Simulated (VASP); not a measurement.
A run of VASP 6.6.1 is set up as follows.

Contents of INCAR:

```
ALGO = Normal ; EDIFF = 1E-6
ENCUT = 520 ; GGA = PE
ISIF = 2 ; ISMEAR = -1
LASPH = T ; LCHARG = T
LELF = T ; LREAL = F
LVHAR = T ; LWAVE = F
NBANDS = 11 ; NELM = 80
PREC = Accurate ; SIGMA = 0.1
```

The input KPOINTS:

```
k-points
0
Gamma
  16 16 16
```

POSCAR

```
AlN
1.0
    0.0000000000      2.0697843623      2.0697843623
    2.0697843623      0.0000000000      2.0697843623
    2.0697843623      2.0697843623      0.0000000000
Al N
1 1
Direct
    0.0000000000      0.0000000000      0.0000000000
    0.2500000000      0.2500000000      0.2500000000
```

Potentials or basis: VASP PAW PBE potentials, release 64 (Al, N).

The run is started by

```console
$ cat potpaw_PBE.64/Al/POTCAR potpaw_PBE.64/N/POTCAR > POTCAR
$ mpirun -np 1 vasp_std > vasp.out
```

**Question.** What does it give for the band gap on the k mesh?

**Answer.** 3.38 eV, indirect (least direct gap 5.32 eV).

**Question.** Predict the pressure.

**Answer.** 51.0 GPa.

A k mesh can miss the band edges. Expect the measured gap to be larger: semilocal functionals such as PBE lack the derivative discontinuity.
